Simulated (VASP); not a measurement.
Wanted: the native input for a VASP 6.6.1 run.

* Task: single point
* Functional: PBE
* Potentials or basis: VASP PAW PBE potentials, release 64 (As)
* Cutoff: 520 eV
* k mesh: 9 × 9 × 1
* Occupations: gaussian, width 0.02 eV
* Spin: no spin polarisation
* Dipole correction: yes
* Further INCAR settings: ALGO = Normal; EDIFF = 1e-06; NBANDS = 12

The structure of As lies in POSCAR:

```
As
1.0
    3.6700000000      0.0000000000      0.0000000000
   -1.8350000000      3.1783132319      0.0000000000
    0.0000000000      0.0000000000     28.0000000000
As
2
Direct
    0.3333333333      0.6666666667      0.5372500000
    0.6666666667      0.3333333333      0.4627500000
```

These files were run (other wordings do the same):

INCAR

```
  PREC = Accurate
  ENCUT = 520
  EDIFF = 1E-6
  ISMEAR = 0
  SIGMA = 0.02
  LREAL = F
  LASPH = T
  NELM = 100
  ALGO = Normal
  ISIF = 2
  LWAVE = F
  LCHARG = F
  LDIPOL = T
  IDIPOL = 3
  DIPOL = 0.5 0.5 0.500
  GGA = PE
  NBANDS = 12
```

KPOINTS

```
Automatic mesh
0
Gamma
  9 9 1
```

Potentials or basis: VASP PAW PBE potentials, release 64 (As).

Launch:

```sh
$ cat potpaw_PBE.64/As/POTCAR > POTCAR
$ mpirun -np 1 vasp_std > vasp.out
```

It gave:

```
Largest force          : 3.677 eV/Å
Band gap on the k mesh : zero (band 5 reaches -2.09 eV, above the bottom of band 6 at -3.24 eV)
```

Wall time 45 s on 1 thread of Intel(R) Xeon(R) 6975P-C (Granite Rapids), with other jobs on the host, peak memory 0.38 GiB.
